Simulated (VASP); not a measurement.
Here is a VASP 6.6.1 calculation.

Contents of INCAR:

```
SYSTEM = Pd
ALGO = Normal
EDIFF = 1E-7
ENCUT = 520
GGA = RE
ISIF = 2
ISMEAR = -1
ISPIN = 2
LASPH = .True.
LCHARG = .True.
LELF = .True.
LMAXMIX = 4
LORBIT = 11
LREAL = .False.
LVHAR = .True.
LWAVE = .False.
MAGMOM = 0.36 0.36
NBANDS = 21
NELM = 150
PREC = Accurate
SIGMA = 0.05
```

File KPOINTS:

```
k-points
0
Gamma
  15 15 8
  0 0 0
```

POSCAR

```
Pd
1.0
    2.6772716690      0.0000000000      0.0000000000
   -1.3386358345      2.3185852782      0.0000000000
    0.0000000000      0.0000000000      4.4661733398
Pd
2
Direct
    0.3333333333      0.6666666667      0.2500000000
    0.6666666667      0.3333333333      0.7500000000
```

Potentials or basis: VASP PAW PBE potentials, release 64 (Pd).

The run is started by

```bash
$ cat potpaw_PBE.64/Pd/POTCAR > POTCAR
$ mpirun -np 1 vasp_std > vasp.out
```

(1) Estimate the site moments.

(2) What does it give for the net moment?

(3) What does it give for the pressure?

Answers

(1) Pd +0.17 μB.

(2) 0.35 μB per cell.

(3) 26.6 GPa.

Caveat: the cell stands under pressure; the PAW data sets were made with another functional, which shifts forces and pressure a little.
